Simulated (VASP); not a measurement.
Here is a VASP 6.6.1 calculation.

INCAR

```
SYSTEM = Sb2Pt
ALGO = Normal ; EDIFF = 1E-7
ENCUT = 520 ; GGA = PE
ISIF = 2 ; ISMEAR = 0
LASPH = .TRUE. ; LCHARG = .FALSE.
LREAL = .FALSE. ; LWAVE = .FALSE.
NBANDS = 52 ; NELM = 100
PREC = Accurate ; SIGMA = 0.1
```

KPOINTS

```
k-points
0
G
  4 4 4
  0 0 0
```

File POSCAR:

```
Sb2Pt
1.0
    6.4423000000      0.0000000000      0.0000000000
    0.0000000000      6.4423000000      0.0000000000
    0.0000000000      0.0000000000      6.4423000000
Sb Pt
8 4
Direct
    0.3753000000      0.3753000000      0.3753000000
    0.1247000000      0.6247000000      0.8753000000
    0.8753000000      0.1247000000      0.6247000000
    0.6247000000      0.8753000000      0.1247000000
    0.6247000000      0.6247000000      0.6247000000
    0.8753000000      0.3753000000      0.1247000000
    0.1247000000      0.8753000000      0.3753000000
    0.3753000000      0.1247000000      0.8753000000
    0.0000000000      0.0000000000      0.0000000000
    0.5000000000      0.0000000000      0.5000000000
    0.5000000000      0.5000000000      0.0000000000
    0.0000000000      0.5000000000      0.5000000000
```

Potentials or basis: VASP PAW PBE potentials, release 64 (Sb, Pt).

The run is started by

```console
$ cat potpaw_PBE.64/Sb/POTCAR potpaw_PBE.64/Pt/POTCAR > POTCAR
$ mpirun -np 1 vasp_std > vasp.out
```

Problem. Estimate the pressure.

Solution. 5.9 GPa.

Problem. Estimate the band gap on the k mesh.

Solution. Zero (band 40 reaches 9.43 eV, above the bottom of band 41 at 9.35 eV).

Problem. Estimate the largest force.

Solution. 0.156 eV/Å.

Forces on the atoms (eV/Å):
```
Sb  -0.090 -0.090 -0.090
Sb   0.090  0.090 -0.090
Sb  -0.090  0.090  0.090
Sb   0.090 -0.090  0.090
Sb   0.090  0.090  0.090
Sb  -0.090 -0.090  0.090
Sb   0.090 -0.090 -0.090
Sb  -0.090  0.090 -0.090
Pt   0.000  0.000  0.000
Pt   0.000  0.000  0.000
Pt   0.000  0.000  0.000
Pt   0.000  0.000  0.000
```

Caveat: spin-orbit coupling is left out, which moves the levels of the heavy elements.
